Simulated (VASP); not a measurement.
# Re (Fm-3m) in VASP: notebook, part 2 of 2

VASP 6.6.1. The steps go on from the part before.

**4. Single point, RPBE (15.17 Å³/atom)**

This run uses another cell than the first one, of 15.17 Å³/atom.

Input file INCAR:

```
SYSTEM = Re
ALGO = Normal
EDIFF = 1E-6
ENCUT = 520
GGA = RP
ISIF = 2
ISMEAR = -1
LASPH = .TRUE.
LCHARG = .FALSE.
LREAL = .FALSE.
LWAVE = .FALSE.
NBANDS = 10
NELM = 80
PREC = Accurate
SIGMA = 0.1
```

Input file KPOINTS:

```
k-points
0
G
  15 15 15
  0 0 0
```

Input file POSCAR:

```
Re
1.0
    0.0000000000      1.9646837580      1.9646837580
    1.9646837580      0.0000000000      1.9646837580
    1.9646837580      1.9646837580      0.0000000000
Re
1
Direct
    0.0000000000      0.0000000000      0.0000000000
```

Started as:

```
$ cat potpaw_PBE.64/Re/POTCAR > POTCAR
$ mpirun -np 1 vasp_std > vasp.out
```

It took 27 s on 1 thread of Intel Xeon 8259CL, shared host; peak memory 0.15 GiB.

It converged, with:

```
Free energy            : -11.7726 eV
Pressure               : -0.7 GPa
Band gap on the k mesh : zero (an odd number of electrons rules out a gap without spin polarisation)
```

Levels at points of the mesh, in eV from the Fermi level:
```tsv
k point	band 1	band 2	band 3	band 4	band 5	band 6	band 7	band 8
(0.00, 0.00, 0.00)	-9.89	-1.81	-1.81	-1.81	1.24	1.24	13.86	19.36
```

Caveat: the PAW data sets were made with another functional, which shifts forces and pressure a little; spin-orbit coupling is left out, which moves the levels of the heavy elements.

**5. Single point, RPBE (15.77 Å³/atom)**

This run uses another cell than the first one, of 15.77 Å³/atom.

Input file INCAR:

```
PREC = Accurate ; ENCUT = 520
EDIFF = 1E-6 ; ISMEAR = -1
SIGMA = 0.1 ; LREAL = F
LASPH = T ; NELM = 60
ALGO = Normal ; ISIF = 2
LWAVE = F ; LCHARG = F
GGA = RP ; NBANDS = 10
```

Input file KPOINTS:

```
Automatic mesh
0
Gamma
  15 15 15
```

Input file POSCAR:

```
Re
1.0
    0.0000000000      1.9905378249      1.9905378249
    1.9905378249      0.0000000000      1.9905378249
    1.9905378249      1.9905378249      0.0000000000
Re
1
Direct
    0.0000000000      0.0000000000      0.0000000000
```

Started as:

```
$ cat potpaw_PBE.64/Re/POTCAR > POTCAR
$ mpirun -np 1 vasp_std > vasp.out
```

Wall time 35 s (1 thread of Intel Xeon 8259CL, shared host); peak memory 0.15 GiB.

It converged, with:

| Item | Value |
| --- | --- |
| Free energy | -11.7455 eV |
| Pressure | -13.4 GPa |
| Band gap on the k mesh | zero (an odd number of electrons rules out a gap without spin polarisation) |

Levels at points of the mesh, in eV from the Fermi level:
```tsv
k point	band 2	band 3	band 4	band 5	band 6	band 7
(0.00, 0.00, 0.00)	-1.71	-1.71	-1.71	1.16	1.16	13.82
```

Caveat: the cell stands under tension; the PAW data sets were made with another functional, which shifts forces and pressure a little; spin-orbit coupling is left out, which moves the levels of the heavy elements.

**6. Single point, RPBE (16.38 Å³/atom)**

This run uses another cell than the first one, of 16.38 Å³/atom.

Input file INCAR:

```
ALGO = Normal
EDIFF = 1E-6
ENCUT = 520
GGA = RP
ISIF = 2
ISMEAR = -1
LASPH = T
LCHARG = T
LELF = T
LREAL = F
LVHAR = T
LWAVE = F
NBANDS = 10
NELM = 100
PREC = Accurate
SIGMA = 0.1
```

Input file KPOINTS:

```
k-points
0
Gamma
  15 15 15
```

Input file POSCAR:

```
Re
1.0
    0.0000000000      2.0157371814      2.0157371814
    2.0157371814      0.0000000000      2.0157371814
    2.0157371814      2.0157371814      0.0000000000
Re
1
Direct
    0.0000000000      0.0000000000      0.0000000000
```

Potentials or basis: VASP PAW PBE potentials, release 64 (Re).

Started as:

```
$ cat potpaw_PBE.64/Re/POTCAR > POTCAR
$ mpirun -np 1 vasp_std > vasp.out
```

OUTCAR:

```text
EDIFF = 1E-6
   ENCUT = 520
   GGA = RP
   ISIF = 2
   ISMEAR = -1
   LASPH = T
   LREAL = F
   NELM = 100
   PREC = Accurate

 ion  position               nearest neighbor table
   1  0.000  0.000  0.000-

  LATTYP: Found a face centered cubic cell.
 ALAT       =     4.0314743628

  Lattice vectors:

 A1 = (   0.0000000000,   2.0157371814,   2.0157371814)
 A2 = (   2.0157371814,   0.0000000000,   2.0157371814)
 A3 = (   2.0157371814,   2.0157371814,   0.0000000000)

Analysis of symmetry for initial positions (statically):
=====================================================================
 Subroutine PRICEL returns:
 Original cell was already a primitive cell.

 Routine SETGRP: Setting up the symmetry group for a
 face centered cubic supercell.

 Subroutine GETGRP returns: Found 48 space group operations
 (whereof 48 operations were pure point group operations)
 out of a pool of 48 trial point group operations.

The static configuration has the point symmetry O_h .

Analysis of symmetry for dynamics (positions and initial velocities):
=====================================================================
 Subroutine PRICEL returns:
 Original cell was already a primitive cell.

 Routine SETGRP: Setting up the symmetry group for a
 face centered cubic supercell.

 Subroutine GETGRP returns: Found 48 space group operations
 (whereof 48 operations were pure point group operations)
 out of a pool of 48 trial point group operations.

The dynamic configuration has the point symmetry O_h .

 Subroutine INISYM returns: Found 48 space group operations
 (whereof 48 operations are pure point group operations),
 and found     1 'primitive' translations

----------------------------------------------------------------------------------------

                                     Primitive cell

  volume of cell :      16.3807

  direct lattice vectors                    reciprocal lattice vectors
     0.000000000  2.015737181  2.015737181    -0.248048210  0.248048210  0.248048210
     2.015737181  0.000000000  2.015737181     0.248048210 -0.248048210  0.248048210
     2.015737181  2.015737181  0.000000000     0.248048210  0.248048210 -0.248048210

  length of vectors
     2.850682860  2.850682860  2.850682860     0.429632103  0.429632103  0.429632103

  position of ions in fractional coordinates (direct lattice)
     0.000000000  0.000000000  0.000000000

  ion indices of the primitive-cell ions
   primitive index   ion index
                 1           1

----------------------------------------------------------------------------------------

 KPOINTS: k-points

Automatic generation of k-mesh.
 Grid dimensions read from file:
 generate k-points for:   15   15   15

 Generating k-lattice:

  Cartesian coordinates                     Fractional coordinates (reciprocal lattice)
    -0.016536547  0.016536547  0.016536547     0.066666667  0.000000000  0.000000000
     0.016536547 -0.016536547  0.016536547     0.000000000  0.066666667  0.000000000
     0.016536547  0.016536547 -0.016536547     0.000000000  0.000000000  0.066666667

  Length of vectors
     0.028642140  0.028642140  0.028642140

  Shift w.r.t. Gamma in fractional coordinates (k-lattice)
     0.000000000  0.000000000  0.000000000

 Subroutine IBZKPT returns following result:
 ===========================================

 Found    120 irreducible k-points:

 Following reciprocal coordinates:
            Coordinates               Weight
  0.000000  0.000000  0.000000      1.000000
  0.066667  0.000000  0.000000      8.000000
  0.133333  0.000000  0.000000      8.000000
  0.200000  0.000000  0.000000      8.000000
  0.266667  0.000000  0.000000      8.000000
  0.333333  0.000000  0.000000      8.000000
[... 16 lines left out ...]
  0.133333  0.133333  0.000000      6.000000
  0.200000  0.133333  0.000000     24.000000
 [... further k-points ...]
   k-points           NKPTS =    120   k-points in BZ     NKDIM =    120   number of bands    NBANDS=     10
   number of dos      NEDOS =    301   number of ions     NIONS =      1
   total plane-waves  NPLWV =  13824
   dimension x,y,z NGX =    24 NGY =   24 NGZ =   24
   dimension x,y,z NGXF=    48 NGYF=   48 NGZF=   48
   ions per type =               1
   NGX,Y,Z   is equivalent  to a cutoff of  14.00, 14.00, 14.00 a.u.
   NGXF,Y,Z  is equivalent  to a cutoff of  27.99, 27.99, 27.99 a.u.
 SYSTEM =  unknown system
   PREC   = accura    normal or accurate (medium, high low for compatibility)
   ISTART =      0    job   : 0-new  1-cont  2-samecut
   ICHARG =      2    charge: 1-file 2-atom 10-const
   ISPIN  =      1    spin polarized calculation?
   LNONCOLLINEAR =      F non collinear calculations
   LSORBIT =      F    spin-orbit coupling
   LASPH  =      T    aspherical Exc in radial PAW
   ENCUT  =  520.0 eV  38.22 Ry    6.18 a.u.   5.30  5.30  5.30*2*pi/ulx,y,z
   NELM   =    100;   NELMIN=  2; NELMDL= -5     # of ELM steps
   EDIFF  = 0.1E-05   stopping-criterion for ELM
   LREAL  =      F    real-space projection
   EDIFFG = 0.1E-04   stopping-criterion for IOM
   NSW    =      0    number of steps for IOM
   IBRION =     -1    ionic relax: 0-MD 1-quasi-New 2-CG
   NFREE  =      0    steps in history (QN), initial steepest desc. (CG)
   ISIF   =      2    stress and relaxation
   ISYM   =      2    0-nonsym 1-usesym 2-fastsym
   POTIM  = 0.5000    time-step for ionic-motion
   TEBEG  =    0.0;   TEEND  =   0.0 temperature during run
   PSTRESS=    0.0 pullay stress
   NELECT =       7.0000    total number of electrons
   NUPDOWN=      -1.0000    fix difference up-down
   EMIN   =  10.00;   EMAX   =-10.00  energy-range for DOS
   EFERMI =   0.00;   METHOD = LEGACY
   ISMEAR =    -1;   SIGMA  =   0.10  broadening in eV -4-tet -1-fermi 0-gaus
   EFERMI_NEDOS =   21; number of points for ismear=-14 and -15
   IALGO  =     38    algorithm
   IMIX   =      4    mixing-type and parameters
     AMIX     =   0.40;   BMIX     =  1.00
     AMIX_MAG =   1.60;   BMIX_MAG =  1.00
  volume/ion in A,a.u.               =      16.38       110.54
  Fermi-wavevector in a.u.,A,eV,Ry     =   1.233096  2.330214 20.688013  1.520526
  Thomas-Fermi vector in A             =   2.367840
   LORBIT       =      0    0 simple, 1 ext, 2 COOP (PROOUT), +10 PAW based schemes
   GGA     = RP    functional components
   LHFCALC =     F    Hartree Fock is set to
   AEXX    =    0.0000 exact exchange contribution
   IVDW    =     0    specifies the selected vdW correction
   LEPSILON=     F    determine dielectric tensor
   LRPA    =     F    only Hartree local field effects (RPA)
 non-spin polarized calculation
  energy-cutoff  :      520.00
  volume of cell :       16.38
 maximum number of plane-waves:       459
 NGX is ok and might be reduce to    24
   NGX = 11   NGY = 11   NGZ = 11

 number of electron       7.0000000 magnetization

 Free energy of the ion-electron system (eV)
  ---------------------------------------------------
  ext. energy  EPLUGINS =         0.00000000
  ---------------------------------------------------
  free energy    TOTEN  =       -11.67529990 eV

  energy without entropy =      -11.64420926  energy(sigma->0) =      -11.65975458

 E-fermi :   6.9257     XC(G=0): -13.1138

 val. band max:        6.9068521410   @ k =  -0.1333   0.2000   0.0667
 cond. band min:       6.9388392952   @ k =   0.3333   0.2000   0.0000
 fundamental gap:      0.0319871542
 Fermi energy:         6.9257308600

 k-point     1 :       0.0000    0.0000    0.0000
  band No.  band energies     occupation
      1      -2.4210      2.00000
      2       5.3029      2.00000
      3       5.3029      2.00000
      4       5.3029      2.00000
      5       8.0095      0.00004
      6       8.0095      0.00004
      7      20.6982      0.00000
      8      25.7778      0.00000
      9      25.7778      0.00000
     10      25.7783      0.00000
[... 287 lines left out ...]
 k-point    24 :       0.2000    0.1333    0.0000
  band No.  band energies     occupation
      1      -0.8843      2.00000
      2       4.1989      2.00000
      3       6.0391      1.99972
      4       6.1526      1.99912
      5       6.8916      1.16925
      6       8.4752      0.00000
      7      23.2562      0.00000
      8      23.5051      0.00000
      9      26.2761      0.00000
     10      26.7662      0.00000

 [... further k-points ...]

------------------------ aborting loop because EDIFF is reached ----------------------------------------

  FORCE on cell =-STRESS in cart. coord.  units (eV):
  Direction    XX          YY          ZZ          XY          YZ          ZX
  --------------------------------------------------------------------------------------
  -------------------------------------------------------------------------------------
  Total       -2.4094137     -2.4094137     -2.4094137     -0.0000000      0.0000000     -0.0000000
  in kB     -235.6623700   -235.6623700   -235.6623700     -0.0000000      0.0000000     -0.0000000
  external PRESSURE =    -235.6623700 kB  Pullay stress =       0.0000000 kB

 VOLUME and BASIS-vectors are now :
 -----------------------------------------------------------------------------
  energy-cutoff  :      520.00
  volume of cell :       16.38
      direct lattice vectors                 reciprocal lattice vectors
     0.000000000  2.015737181  2.015737181    -0.248048210  0.248048210  0.248048210
     2.015737181  0.000000000  2.015737181     0.248048210 -0.248048210  0.248048210
     2.015737181  2.015737181  0.000000000     0.248048210  0.248048210 -0.248048210

 POSITION                                       TOTAL-FORCE (eV/Angst)
 -----------------------------------------------------------------------------------
      0.00000      0.00000      0.00000        -0.000000     -0.000000     -0.000000
 -----------------------------------------------------------------------------------
    total drift:                               -0.000000      0.000000     -0.000000

  FREE ENERGIE OF THE ION-ELECTRON SYSTEM (eV)
  ---------------------------------------------------
  free  energy   TOTEN  =       -11.6752998954 eV

  energy  without entropy=      -11.6442092592  energy(sigma->0) =      -11.65975458
```

Run time: 22 s. Hardware: 1 thread of Intel Xeon 8259CL, shared host; peak memory 0.15 GiB.

Results:

| Property | Result |
| --- | --- |
| Free energy | -11.6753 eV |
| Pressure | -23.6 GPa |
| Band gap on the k mesh | zero (an odd number of electrons rules out a gap without spin polarisation) |

Levels at points of the mesh, in eV from the Fermi level:
```csv
k point,band 1,band 2,band 3,band 4,band 5,band 6,band 7,band 8,band 9
"(0.00, 0.00, 0.00)",-9.35,-1.62,-1.62,-1.62,1.08,1.08,13.77,18.85,18.85
```

Caveat: the cell stands under tension; the PAW data sets were made with another functional, which shifts forces and pressure a little; spin-orbit coupling is left out, which moves the levels of the heavy elements.

**7. The runs side by side**

```csv
cell,gap on the mesh (eV),pressure (GPa)
"a = 2.702 Å, angles 60.0°, 1 atom",none,35.1
"a = 2.741 Å, angles 60.0°, 1 atom",none,15.2
"a = 2.778 Å, angles 60.0°, 1 atom",none,-0.7
"a = 2.815 Å, angles 60.0°, 1 atom",none,-13.4
"a = 2.851 Å, angles 60.0°, 1 atom",none,-23.6
```

Alike in all rows: task single point; level RPBE; potentials or basis VASP PAW PBE potentials, release 64 (Re); no spin polarisation; k mesh 15 × 15 × 15; cutoff (eV) 520; smearing fermi-dirac 0.1 eV.

Caveats: the PAW data sets were made with another functional, which shifts forces and pressure a little; spin-orbit coupling is left out, which moves the levels of the heavy elements; the cell stands under pressure (at least some runs); the cell stands under tension (at least some runs).

Total energies depend on the potentials used, so only differences within one code and one set of settings carry meaning.
